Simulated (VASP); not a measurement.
Input of a VASP 6.6.1 run:

Contents of INCAR:

```
PREC     = Accurate       # precision mode
ENCUT    = 520            # plane-wave cutoff, eV
EDIFF    = 1E-7           # SCF threshold, eV
ISMEAR   = 0              # smearing method
SIGMA    = 0.15           # smearing width, eV
LREAL    = False          # projectors in reciprocal space
LASPH    = True           # aspherical terms in the spheres
NELM     = 60             # most SCF steps
ALGO     = Fast           # electronic algorithm
ISIF     = 2              # what is computed and relaxed
LWAVE    = False          # write WAVECAR
LCHARG   = False          # write CHGCAR
GGA      = PE             # functional
NBANDS   = 11             # bands
```

The input KPOINTS:

```
regular mesh
0
Gamma
  20 20 20
```

File POSCAR:

```
Pd
1.0
   -0.0486225000      1.9449000000      1.9449000000
    1.8962775000      0.0000000000      1.8962775000
    1.9449000000      1.9449000000     -0.0486225000
Pd
1
Direct
    0.0000000000      0.0000000000      0.0000000000
```

Potentials or basis: VASP PAW PBE potentials, release 64 (Pd).

Run with:

```sh
$ cat potpaw_PBE.64/Pd/POTCAR > POTCAR
$ mpirun -np 1 vasp_std > vasp.out
```

**Question.** What does it give for the pressure?

**Answer.** 7.9 GPa.

**Question.** Estimate the band gap on the k mesh.

**Answer.** Zero (band 5 reaches 10.17 eV, above the bottom of band 6 at 8.49 eV).

Stress tensor (GPa, compression positive):
```
8.23 0.00 4.20
0.00 7.14 0.00
4.20 0.00 8.23
```

Caveat: the cell differs from its parent crystal (strain -0.0500 x Voigt [0, 0, 0, 0, 1, 0]).
